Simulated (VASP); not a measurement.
Input of a VASP 6.6.1 run:

Contents of INCAR:

```
SYSTEM = P
ALGO = Normal
EDIFF = 1E-6
ENCUT = 500
GGA = PE
GGA_COMPAT = .False.
ISIF = 2
ISMEAR = 0
LASPH = .True.
LCHARG = .False.
LREAL = .False.
LWAVE = .False.
NBANDS = 8
NELM = 120
PREC = Accurate
SIGMA = 0.1
```

The input KPOINTS:

```
k-points
0
Gamma
  8 8 8
  0 0 0
```

Contents of POSCAR:

```
P
1.0
    0.0000000000      2.0137495270      2.0137495270
    2.0137495270      0.0000000000      2.0137495270
    2.0137495270      2.0137495270      0.0000000000
P
1
Direct
    0.0000000000      0.0000000000      0.0000000000
```

Potentials or basis: VASP PAW PBE potentials, release 64 (P).

The run is started by

```bash
$ cat potpaw_PBE.64/P/POTCAR > POTCAR
$ mpirun -np 1 vasp_std > vasp.out
```

Problem. What does it give for the band gap on the k mesh?

Solution. Zero (an odd number of electrons rules out a gap without spin polarisation).

Problem. Estimate the pressure.

Solution. -6.6 GPa.

Caveat: the cell differs from its parent crystal (N replaced by P, lengths x 1.304, strained); the cell stands under tension.
